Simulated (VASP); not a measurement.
Write the native input for VASP 6.6.1 that does the following.

| Item | Value |
| --- | --- |
| Task | single point |
| Functional | PBEsol |
| Dispersion | D4 |
| Potentials or basis | VASP PAW PBE potentials, release 64 (Mg) |
| Cutoff | 520 eV |
| k mesh | 12 × 12 × 1 |
| Occupations | methfessel-paxton, width 0.1 eV |
| Spin | no spin polarisation |
| Dipole correction | yes |
| Further INCAR settings | ALGO = Normal; EDIFF = 1e-06; NBANDS = 10; NELMDL = -8 |

The structure of Mg lies in POSCAR:

```
Mg
1.0
    3.1656574208      0.0000000000      0.0000000000
   -1.5828287104      2.7415397461      0.0000000000
    0.0000000000      0.0000000000     25.1567271206
Mg
3
Direct
    0.6666666667      0.3333333333      0.2782555921
    0.3333333333      0.6666666667      0.3779650378
    0.6666666667      0.3333333333      0.4760579354
```

The input as run:

INCAR

```
PREC     = Accurate       # precision mode
ENCUT    = 520            # plane-wave cutoff, eV
EDIFF    = 1E-6           # SCF threshold, eV
ISMEAR   = 1              # smearing method
SIGMA    = 0.1            # smearing width, eV
LREAL    = F              # projectors in reciprocal space
LASPH    = T              # aspherical terms in the spheres
NELM     = 120            # most SCF steps
ALGO     = Normal         # electronic algorithm
ISIF     = 2              # what is computed and relaxed
LWAVE    = F              # write WAVECAR
LCHARG   = F              # write CHGCAR
LDIPOL   = T            
IDIPOL   = 3            
DIPOL    = 0.5 0.5 0.377
GGA      = PS             # functional
IVDW     = 13             # dispersion correction
NBANDS   = 10             # bands
GGA_COMPAT= F            
NELMDL   = -8
```

KPOINTS

```
Automatic mesh
0
Gamma
  12 12 1
```

Potentials or basis: VASP PAW PBE potentials, release 64 (Mg).

The run is started by

```console
$ cat potpaw_PBE.64/Mg/POTCAR > POTCAR
$ mpirun -np 1 vasp_std > vasp.out
```

Results of the run:

The largest force is 0.185 eV/Å. The band gap on the k mesh is zero (bands 3 and 4 overlap by 1.24 eV). The dispersion energy per atom is -0.050 eV.

Caveat: the PAW data sets were made with another functional, which shifts forces and pressure a little.

Run time: 86 s on 1 thread of Intel Xeon 8259CL, on a shared host, peak memory 0.31 GiB.
